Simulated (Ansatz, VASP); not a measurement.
**W: VASP beside Ansatz**

```
W
1.0
     2.87085    0.00000    0.00000
    -1.43543    2.48623    0.00000
     0.00000    0.00000   24.37617
W
5
Direct
  0.66667 0.33333 0.30768
  0.33333 0.66667 0.40384
  0.00000 0.00000 0.50000
  0.66667 0.33333 0.59616
  0.33333 0.66667 0.69232
```

Alike in both runs: task single point; functional PBE; k mesh 11 × 11 × 1; occupations fermi-dirac, width 0.05 eV; no spin polarisation.

|  | VASP | Ansatz |
| --- | --- | --- |
| version | VASP 6.6.1 | Ansatz 0.2.0 |
| potentials or method | VASP PAW PBE potentials, release 64 (W_sv), cutoff 520 eV | all-electron LAPW, scalar-relativistic |

Ansatz gave:

* gap on the k mesh at the Fermi level (eV): none
* rms of the force components (eV/Å): 0.073

**Question.** Estimate VASP's values.

**Answer.** gap on the k mesh at the Fermi level (eV): none; rms of the force components (eV/Å): 0.070.

Atom by atom the forces differ by 0.006 eV/Å (rms over components). A gap of «none» marks a metal or a gap that the smearing closes. Ansatz ran all-electron here, and VASP with PAW potentials.

Neither program's run includes spin-orbit coupling.
